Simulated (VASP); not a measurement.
# AlN (P6_3mc) in VASP: further runs

AlN is run at these levels: LDA; tasks: single point, relaxation of cell and atoms.

Program: VASP 6.6.1. These are calculated values, not measurements. Logs are shortened: lines on timing, memory, paths and dates and some standing lists are left out, and cuts for length are marked.

## Step 1: The cell of the first run

The structure is hexagonal, space group P6_3mc (No. 186). Conventional cell: a = 3.059 Å, b = 3.059 Å, c = 4.884 Å, α = 90.00°, β = 90.00°, γ = 120.00°. Within 2.5 Å of Al (site symmetry 3m) lie 4 N at 1.86 to 1.87 Å. N (site symmetry 3m) has 4 Al at 1.86 to 1.87 Å within 2.5 Å.

## Step 2: Single point, LDA

File INCAR:

```
SYSTEM = AlN
PREC = Accurate
ENCUT = 520
EDIFF = 1E-6
ISMEAR = 0
SIGMA = 0.01
LREAL = .FALSE.
LASPH = .TRUE.
NELM = 60
ALGO = Normal
ISIF = 2
LWAVE = .FALSE.
LCHARG = .FALSE.
GGA = CA
NBANDS = 16
```

File KPOINTS:

```
regular mesh
0
G
  8 8 4
  0 0 0
```

File POSCAR:

```
AlN
1.0
    3.0590907546      0.0000000000      0.0000000000
   -1.5295453773      2.6492503060      0.0000000000
    0.0000000000      0.0000000000      4.8837781652
Al N
2 2
Direct
    0.3333333333      0.6666666667     -0.0013467875
    0.6666666667      0.3333333333      0.4986532125
    0.3333333333      0.6666666667      0.3813467875
    0.6666666667      0.3333333333      0.8813467875
```

Potentials or basis: VASP PAW LDA potentials, release 64 (Al, N).

On the command line:

```
> cat potpaw_LDA.64/Al/POTCAR potpaw_LDA.64/N/POTCAR > POTCAR
> mpirun -np 1 vasp_std > vasp.out
```

OUTCAR:

```text
SYSTEM = AlN
   PREC = Accurate
   ENCUT = 520
   EDIFF = 1E-6
   ISMEAR = 0
   LREAL = .FALSE.
   LASPH = .TRUE.
   NELM = 60
   ISIF = 2
   GGA = CA

 ion  position               nearest neighbor table
   1  0.333  0.667  0.999-   4 1.86   4 1.86   4 1.86   3 1.87   2 3.01   2 3.01   2 3.01   2 3.01
                             2 3.01   2 3.01
   2  0.667  0.333  0.499-   3 1.86   3 1.86   3 1.86   4 1.87   1 3.01   1 3.01   1 3.01   1 3.01
                             1 3.01   1 3.01
   3  0.333  0.667  0.381-   2 1.86   2 1.86   2 1.86   1 1.87
   4  0.667  0.333  0.881-   1 1.86   1 1.86   1 1.86   2 1.87

  LATTYP: Found a hexagonal cell.
 ALAT       =     3.0590907546
 C/A-ratio  =     1.5964803129

  Lattice vectors:

 A1 = (   3.0590907546,   0.0000000000,   0.0000000000)
 A2 = (  -1.5295453773,   2.6492503060,   0.0000000000)
 A3 = (   0.0000000000,   0.0000000000,   4.8837781652)

Analysis of symmetry for initial positions (statically):
=====================================================================
 Subroutine PRICEL returns:
 Original cell was already a primitive cell.

 Routine SETGRP: Setting up the symmetry group for a
 hexagonal supercell.

 Subroutine GETGRP returns: Found 12 space group operations
 (whereof  6 operations were pure point group operations)
 out of a pool of 24 trial point group operations.

The static configuration has the point symmetry C_3v.
 The point group associated with its full space group is C_6v.

Analysis of symmetry for dynamics (positions and initial velocities):
=====================================================================
 Subroutine PRICEL returns:
 Original cell was already a primitive cell.

 Routine SETGRP: Setting up the symmetry group for a
 hexagonal supercell.

 Subroutine GETGRP returns: Found 12 space group operations
 (whereof  6 operations were pure point group operations)
 out of a pool of 24 trial point group operations.

The dynamic configuration has the point symmetry C_3v.
 The point group associated with its full space group is C_6v.

 Subroutine INISYM returns: Found 12 space group operations
 (whereof  6 operations are pure point group operations),
 and found     1 'primitive' translations

----------------------------------------------------------------------------------------

                                     Primitive cell

  volume of cell :      39.5796

  direct lattice vectors                    reciprocal lattice vectors
     3.059090755  0.000000000  0.000000000     0.326894519  0.188732638  0.000000000
    -1.529545377  2.649250306  0.000000000     0.000000000  0.377465277  0.000000000
     0.000000000  0.000000000  4.883778165     0.000000000  0.000000000  0.204759505

  length of vectors
     3.059090755  3.059090755  4.883778165     0.377465277  0.377465277  0.204759505

  position of ions in fractional coordinates (direct lattice)
     0.333333333  0.666666667  0.998653213
     0.666666667  0.333333333  0.498653213
     0.333333333  0.666666667  0.381346788
     0.666666667  0.333333333  0.881346787

  ion indices of the primitive-cell ions
   primitive index   ion index
                 1           1
                 2           2
                 3           3
                 4           4

----------------------------------------------------------------------------------------

 KPOINTS: regular mesh

Automatic generation of k-mesh.
 Grid dimensions read from file:
 generate k-points for:    8    8    4

 Generating k-lattice:

  Cartesian coordinates                     Fractional coordinates (reciprocal lattice)
     0.040861815  0.023591580  0.000000000     0.125000000  0.000000000  0.000000000
     0.000000000  0.047183160  0.000000000     0.000000000  0.125000000  0.000000000
     0.000000000  0.000000000  0.051189876     0.000000000  0.000000000  0.250000000

  Length of vectors
     0.047183160  0.047183160  0.051189876

  Shift w.r.t. Gamma in fractional coordinates (k-lattice)
     0.000000000  0.000000000  0.000000000

 Subroutine IBZKPT returns following result:
 ===========================================

 Found     30 irreducible k-points:

 Following reciprocal coordinates:
            Coordinates               Weight
  0.000000  0.000000  0.000000      1.000000
  0.125000  0.000000  0.000000      6.000000
  0.250000  0.000000  0.000000      6.000000
  0.375000  0.000000  0.000000      6.000000
  0.500000  0.000000  0.000000      3.000000
  0.125000  0.125000  0.000000      6.000000
[... 16 lines left out ...]
  0.250000  0.000000  0.500000      6.000000
  0.375000  0.000000  0.500000      6.000000
 [... further k-points ...]
   k-points           NKPTS =     30   k-points in BZ     NKDIM =     30   number of bands    NBANDS=     16
   number of dos      NEDOS =    301   number of ions     NIONS =      4
   total plane-waves  NPLWV =  20736
   dimension x,y,z NGX =    24 NGY =   24 NGZ =   36
[... 37 lines left out ...]
  Thomas-Fermi vector in A             =   2.346026
   LORBIT       =      0    0 simple, 1 ext, 2 COOP (PROOUT), +10 PAW based schemes
   GGA     = CA    functional components
   LHFCALC =     F    Hartree Fock is set to
   AEXX    =    0.0000 exact exchange contribution
   IVDW    =     0    specifies the selected vdW correction
   LEPSILON=     F    determine dielectric tensor
   LRPA    =     F    only Hartree local field effects (RPA)
 non-spin polarized calculation
 Gauss-broadening in eV      SIGMA  =   0.01
  energy-cutoff  :      520.00
  volume of cell :       39.58
 maximum number of plane-waves:      1087
 NGX is ok and might be reduce to    24
   NGX = 11   NGY = 11   NGZ = 19

 number of electron      15.9999997 magnetization

 Free energy of the ion-electron system (eV)
  ---------------------------------------------------
  ext. energy  EPLUGINS =         0.00000000
  ---------------------------------------------------
  free energy    TOTEN  =       -32.80791964 eV

  energy without entropy =      -32.80791964  energy(sigma->0) =      -32.80791964

 E-fermi :   6.5363     XC(G=0): -11.4816

 val. band max:        6.4481637381   @ k =   0.0000   0.0000   0.0000
 cond. band min:      11.1381053536   @ k =   0.0000   0.0000   0.0000
 fundamental gap:      4.6899416155
 Fermi energy:         6.5362799683

 k-point     1 :       0.0000    0.0000    0.0000
  band No.  band energies     occupation
      1      -8.9420      2.00000
      2      -6.5344      2.00000
      3       0.1376      2.00000
      4       5.5083      2.00000
      5       5.5083      2.00000
      6       6.1838      2.00000
[... 8 lines left out ...]
     15      19.8374      0.00000
     16      19.9021      0.00000

 k-point     2 :       0.1250    0.0000    0.0000
  band No.  band energies     occupation
      1      -8.7277      2.00000
      2      -6.4127      2.00000
      3       0.3840      2.00000
      4       4.6087      2.00000
      5       5.2507      2.00000
      6       5.3744      2.00000
[... 8 lines left out ...]
     15      19.4933      0.00000
     16      19.7228      0.00000

 k-point     3 :       0.2500    0.0000    0.0000
  band No.  band energies     occupation
      1      -8.1261      2.00000
      2      -6.1244      2.00000
      3       1.0933      2.00000
      4       2.8156      2.00000
      5       3.9102      2.00000
      6       4.7632      2.00000
[... 8 lines left out ...]
     15      18.9086      0.00000
     16      19.9198      0.00000

 k-point     4 :       0.3750    0.0000    0.0000
  band No.  band energies     occupation
      1      -7.2986      2.00000
      2      -5.9190      2.00000
      3       1.3008      2.00000
      4       2.1381      2.00000
      5       2.6370      2.00000
      6       4.3685      2.00000
[... 8 lines left out ...]
     15      18.9976      0.00000
     16      21.6135      0.00000
[... 324 lines left out ...]
 k-point    22 :       0.1250    0.0000    0.5000
  band No.  band energies     occupation
      1      -7.7799      2.00000
      2      -7.7799      2.00000
      3       2.9463      2.00000
      4       2.9463      2.00000
      5       5.2958      2.00000
      6       5.2958      2.00000
[... 8 lines left out ...]
     15      18.5277      0.00000
     16      18.5277      0.00000

 k-point    23 :       0.2500    0.0000    0.5000
  band No.  band energies     occupation
      1      -7.2713      2.00000
      2      -7.2713      2.00000
      3       2.2822      2.00000
      4       2.2822      2.00000
      5       4.7494      2.00000
      6       4.7494      2.00000
[... 8 lines left out ...]
     15      19.4776      0.00000
     16      19.4776      0.00000

 k-point    24 :       0.3750    0.0000    0.5000
  band No.  band energies     occupation
      1      -6.6470      2.00000
      2      -6.6470      2.00000
      3       1.1127      2.00000
      4       1.1127      2.00000
      5       4.8752      2.00000
      6       4.8752      2.00000
[... 8 lines left out ...]
     15      19.9201      0.00000
     16      19.9201      0.00000

 [... further k-points ...]
[... 5 lines left out ...]
  --------------------------------------------------------------------------------------
  -------------------------------------------------------------------------------------
  Total        1.9116873      1.9116873      1.9058686      0.0000000      0.0000000      0.0000000
  in kB       77.3848877     77.3848877     77.1493476      0.0000000      0.0000000      0.0000000
  external PRESSURE =      77.3063743 kB  Pullay stress =       0.0000000 kB

 VOLUME and BASIS-vectors are now :
 -----------------------------------------------------------------------------
  energy-cutoff  :      520.00
  volume of cell :       39.58
      direct lattice vectors                 reciprocal lattice vectors
     3.059090755  0.000000000  0.000000000     0.326894519  0.188732638  0.000000000
    -1.529545377  2.649250306  0.000000000     0.000000000  0.377465277  0.000000000
     0.000000000  0.000000000  4.883778165     0.000000000  0.000000000  0.204759505

 POSITION                                       TOTAL-FORCE (eV/Angst)
 -----------------------------------------------------------------------------------
     -0.00000      1.76617      4.87720        -0.000000      0.000000     -0.000774
      1.52955      0.88308      2.43531         0.000000      0.000000     -0.000774
     -0.00000      1.76617      1.86241        -0.000000      0.000000      0.000774
      1.52955      0.88308      4.30430         0.000000     -0.000000      0.000774
 -----------------------------------------------------------------------------------
    total drift:                               -0.000000     -0.000000      0.000082

  FREE ENERGIE OF THE ION-ELECTRON SYSTEM (eV)
  ---------------------------------------------------
  free  energy   TOTEN  =       -32.8079196369 eV

  energy  without entropy=      -32.8079196369  energy(sigma->0) =      -32.80791964
```

Wall time 15 s (1 thread of Intel Xeon Platinum 8259CL at 2.50GHz (Skylake/Cascade Lake), shared host); peak memory 0.14 GiB.

Results:

```
Free energy            : -32.8079 eV
Pressure               : 7.7 GPa
Band gap on the k mesh : 4.69 eV, direct
```

(Part 1 of 2 ends here.)
